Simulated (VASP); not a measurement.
Write the native input for VASP 6.6.1 that does the following.

| Property | Result |
| --- | --- |
| Task | single point |
| Functional | r2SCAN |
| Potentials or basis | VASP PAW PBE potentials, release 64 (Sn_d) |
| Cutoff | 520 eV |
| k mesh | 16 × 16 × 16 |
| Occupations | gaussian, width 0.1 eV |
| Spin | no spin polarisation |
| Dipole correction | no |
| Further INCAR settings | ALGO = Normal; EDIFF = 1e-06; NBANDS = 13 |

The system is Sn.

```xyz
1
Lattice="-1.7460 1.7469 2.0967 1.7460 -1.7469 2.0967 1.7460 1.7469 -2.0967" Properties=species:S:1:pos:R:3 pbc="T T T"
Sn    0.0000    0.0000    0.0000
```

These files were run (other wordings do the same):

POSCAR

```
Sn
1.0
   -1.7459936455      1.7468715968      2.0967164721
    1.7459936455     -1.7468715968      2.0967164721
    1.7459936455      1.7468715968     -2.0967164721
Sn
1
Direct
    0.0000000000      0.0000000000      0.0000000000
```

INCAR.step1

```
ALGO = Normal
EDIFF = 1E-4
ENCUT = 520
GGA = PE
ISMEAR = 0
LASPH = T
LCHARG = F
LREAL = F
LWAVE = T
NBANDS = 13
NELM = 80
PREC = Accurate
SIGMA = 0.1
```

INCAR.step2

```
ALGO = Normal
EDIFF = 1E-6
ENCUT = 520
ISIF = 2
ISMEAR = 0
ISTART = 1
LASPH = T
LCHARG = F
LMIXTAU = T
LREAL = F
LWAVE = F
METAGGA = R2SCAN
NBANDS = 13
NELM = 80
PREC = Accurate
SIGMA = 0.1
```

KPOINTS

```
k-points
0
Gamma
  16 16 16
```

Potentials or basis: VASP PAW PBE potentials, release 64 (Sn_d).

Launch:

```sh
$ cat potpaw_PBE.64/Sn_d/POTCAR > POTCAR
$ cp INCAR.step1 INCAR
$ mpirun -np 1 vasp_std > vasp.out
$ cp INCAR.step2 INCAR
$ mpirun -np 1 vasp_std > vasp.out
```

It gave:

The pressure is 3.6 GPa and the band gap on the k mesh is zero (bands 7 and 8 overlap by 11.15 eV).

Caveat: the cell stands under pressure; the PAW data sets were made with another functional, which shifts forces and pressure a little; spin-orbit coupling is left out, which moves the levels of the heavy elements.

Wall time 4.7 min on 1 thread of AMD EPYC 9R45 96-Core Processor (Zen 5) (shared host), peak memory 0.27 GiB.
